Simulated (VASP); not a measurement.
Input of a VASP 6.6.1 run:

File POSCAR:

```
SiO2
1.0
   -2.4732446449      2.4732446449      3.6563572106
    2.4732446449     -2.4732446449      3.6563572106
    2.4732446449      2.4732446449     -3.6563572106
Si O
2 4
Direct
    0.0000000000      0.0000000000      0.0000000000
    0.7500000000      0.2500000000      0.5000000000
    0.9731664718      0.6250000000      0.8481664718
    0.3750000000      0.2231664718      0.3481664718
    0.7768335282      0.1250000000      0.1518335282
    0.8750000000      0.0268335282      0.6518335282
```

The input INCAR.step1:

```
SYSTEM = SiO2
ALGO = Normal
EDIFF = 1E-4
ENCUT = 520
GGA = PE
ISMEAR = 0
LASPH = .TRUE.
LCHARG = .FALSE.
LREAL = .FALSE.
LWAVE = .TRUE.
NBANDS = 25
NELM = 80
PREC = Accurate
SIGMA = 0.02
```

The input INCAR.step2:

```
SYSTEM = SiO2
ALGO = Normal
EDIFF = 1E-7
ENCUT = 520
ISIF = 2
ISMEAR = 0
ISTART = 1
LASPH = .TRUE.
LCHARG = .FALSE.
LMIXTAU = .TRUE.
LREAL = .FALSE.
LWAVE = .FALSE.
METAGGA = R2SCAN
NBANDS = 25
NELM = 80
PREC = Accurate
SIGMA = 0.02
```

File KPOINTS:

```
k-points
0
G
  8 8 8
  0 0 0
```

Potentials or basis: VASP PAW PBE potentials, release 64 (Si, O).

Command:

```sh
$ cat potpaw_PBE.64/Si/POTCAR potpaw_PBE.64/O/POTCAR > POTCAR
$ cp INCAR.step1 INCAR
$ mpirun -np 1 vasp_std > vasp.out
$ cp INCAR.step2 INCAR
$ mpirun -np 1 vasp_std > vasp.out
```

(1) Estimate the pressure.

(2) Estimate the band gap on the k mesh.

Answers

(1) 0.2 GPa.

(2) 6.56 eV.

Caveat: the PAW data sets were made with another functional, which shifts forces and pressure a little.
